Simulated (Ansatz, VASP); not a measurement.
**Two plane-wave programs on AlN**

```xyz
4
Lattice="3.1100 0.0000 0.0000 -1.5550 2.6933 0.0000 0.0000 0.0000 4.9800" Properties=species:S:1:pos:R:3 pbc="T T T"
Al    1.5550    0.8978    0.0000
Al    0.0000    1.7956    2.4900
N     1.5550    0.8978    1.9024
N     0.0000    1.7956    4.3924
```

Alike in both runs: functional PBE; k mesh 11 × 11 × 6; occupations fermi-dirac, width 0.02 eV; no spin polarisation.

Ansatz relaxed the structure, and its values are those at the end. VASP's run is a single point on that final structure, the one shown.

|  | VASP | Ansatz |
| --- | --- | --- |
| version | VASP 6.6.1 | Ansatz 0.2.0 |
| potentials or method | VASP PAW PBE potentials, release 64 (Al, N) | plane-wave PAW, scalar-relativistic |
| plane-wave cutoff (eV) | 600 | 420 |
| valence electrons in the cell | 16 | 16 |

|  | VASP | Ansatz | Ansatz less VASP |
| --- | --- | --- | --- |
| gap on the k mesh at the Fermi level (eV) | 4.21 | 4.20 | -0.011 |
| pressure (GPa) | 3.8 | 4.1 | +0.37 |
| rms of the force components (eV/Å) | 0.005 | 0.005 | -0.0004 |

Ansatz's warnings: stress scf threshold loose.
